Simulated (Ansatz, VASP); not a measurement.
SiPbS3: VASP beside Ansatz

File INCAR:

```
PREC = Accurate
ENCUT = 520
EDIFF = 1E-6
ISMEAR = 0
SIGMA = 0.1
LREAL = False
LASPH = True
NELM = 100
ALGO = Normal
ISIF = 2
LWAVE = False
LCHARG = True
GGA = PE
LELF = True
LVHAR = True
NBANDS = 26
```

Contents of KPOINTS:

```
regular mesh
0
Gamma
  4 4 4
```

The input POSCAR:

```
SiPbS3
1.0
    4.7189807600      0.0000000000      0.0000000000
    0.0000000000      4.7189807600      0.0000000000
    0.0000000000      0.0000000000      4.7189807600
Si Pb S
1 1 3
Direct
    0.5000000000      0.5000000000      0.5000000000
    0.0000000000      0.0000000000      0.0000000000
    0.0000000000      0.5000000000      0.5000000000
    0.5000000000      0.5000000000      0.0000000000
    0.5000000000      0.0000000000      0.5000000000
```

Input for Ansatz:

```yaml
crystal:
  lattice:
    - [4.71898076, 0.0, 0.0]
    - [0.0, 4.71898076, 0.0]
    - [0.0, 0.0, 4.71898076]
  atoms:
    - { symbol: Si, position: [0.5, 0.5, 0.5] }
    - { symbol: Pb, position: [0.0, 0.0, 0.0] }
    - { symbol: S, position: [0.0, 0.5, 0.5] }
    - { symbol: S, position: [0.5, 0.5, 0.0] }
    - { symbol: S, position: [0.5, 0.0, 0.5] }
basis:
  ecutwfc: 420
kpoints:
  mp_grid: { grid: [4, 4, 4] }
hamiltonian:
  xc: pbe
scf:
  occupations: { method: gaussian, width: 0.1 }
  lower_state_search: "off"
output:
  forces: true
  stress: true
  eigenvalues: true
```

Change from the starting cell: species swapped into the CsCdCl3 type (Pm-3m, No. 221).

Alike in both runs: task single point; functional PBE; k mesh 4 × 4 × 4; occupations gaussian, width 0.1 eV; no spin polarisation.

|  | VASP | Ansatz |
| --- | --- | --- |
| version | VASP 6.6.1 | Ansatz 0.2.0 |
| potentials or method | VASP PAW PBE potentials, release 64 (Si, Pb_d, S), cutoff 520 eV | scalar-relativistic, plane waves, PAW |
| valence electrons in the cell | 36 | 36 |

VASP gave:

```
gap on the k mesh at the Fermi level (eV) : none
pressure (GPa)                            : -3.2
```

Question: Estimate Ansatz's values.

Answer: gap on the k mesh at the Fermi level (eV): none; pressure (GPa): -3.1.

A gap of «none» marks a metal or a gap that the smearing closes.

Spin-orbit coupling is off throughout.
